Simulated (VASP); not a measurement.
A run of VASP 6.6.1 is set up as follows.

INCAR

```
SYSTEM = Si
  ALGO = Normal
  EDIFF = 1E-7
  ENCUT = 520
  GGA = PE
  ISIF = 2
  ISMEAR = 0
  LASPH = .TRUE.
  LCHARG = .FALSE.
  LREAL = .FALSE.
  LWAVE = .FALSE.
  NBANDS = 16
  NELM = 80
  PREC = Accurate
  SIGMA = 0.05
```

Contents of KPOINTS:

```
k-points
0
G
  10 10 10
  0 0 0
```

POSCAR

```
Si
1.0
   -3.9645161120      3.9645161120      1.9304179815
    3.9645161120     -3.9645161120      1.9304179815
    3.7303252868      3.7303252868     -1.9304179815
Si
4
Direct
    0.1786105079      0.1786105079      0.3572210158
    0.8213894921      0.8213894921      0.6427789842
    0.1786105079      0.8213894921      0.0000000000
    0.8213894921      0.1786105079      0.0000000000
```

Potentials or basis: VASP PAW PBE potentials, release 64 (Si).

Run with:

```console
$ cat potpaw_PBE.64/Si/POTCAR > POTCAR
$ mpirun -np 1 vasp_std > vasp.out
```

(1) What does it give for the band gap on the k mesh?

(2) What does it give for the largest force?

Answers

(1) zero (bands 8 and 9 overlap by 0.13 eV).

(2) 0.445 eV/Å.

Caveat: semilocal functionals underestimate gaps, and a narrow one can read as zero.
